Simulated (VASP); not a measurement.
Here is a VASP 6.6.1 calculation.

INCAR

```
SYSTEM = MnO
ALGO = Normal ; EDIFF = 1E-6
ENCUT = 520 ; GGA = PE
ISIF = 2 ; ISMEAR = 0
ISPIN = 2 ; LASPH = .True.
LCHARG = .False. ; LMAXMIX = 4
LORBIT = 11 ; LREAL = .False.
LWAVE = .False. ; MAGMOM = 4.22 4.22 0.25 0.25
NBANDS = 31 ; NELM = 150
PREC = Accurate ; SIGMA = 0.1
```

The input KPOINTS:

```
k-points
0
Gamma
  12 12 8
  0 0 0
```

File POSCAR:

```
MnO
1.0
    3.3717009293      0.0000000000      0.0000000000
   -1.6858504646      2.9199786587      0.0000000000
    0.0000000000      0.0000000000      5.3855000000
Mn O
2 2
Direct
    0.3333333333      0.6666666667      0.0109600000
    0.6666666667      0.3333333333      0.5109600000
    0.3333333333      0.6666666667      0.3754700000
    0.6666666667      0.3333333333      0.8754700000
```

Potentials or basis: VASP PAW PBE potentials, release 64 (Mn_pv, O).

The run is started by

```sh
$ cat potpaw_PBE.64/Mn_pv/POTCAR potpaw_PBE.64/O/POTCAR > POTCAR
$ mpirun -np 1 vasp_std > vasp.out
```

Predict the band gap on the k mesh.

zero (filled and empty bands overlap).

Predict the site moments.

Mn +4.41; O +0.20 μB.

Stress tensor (GPa, compression positive):
```
 3.80  0.00  0.00
 0.00  3.80  0.00
 0.00  0.00 12.13
```

Caveat: semilocal functionals often make such compounds metallic where correlation or magnetic order opens a gap, which also shifts bond lengths. With open d or f shells a metallic result of PBE can be an artefact of self-interaction; +U or a hybrid may open a gap.
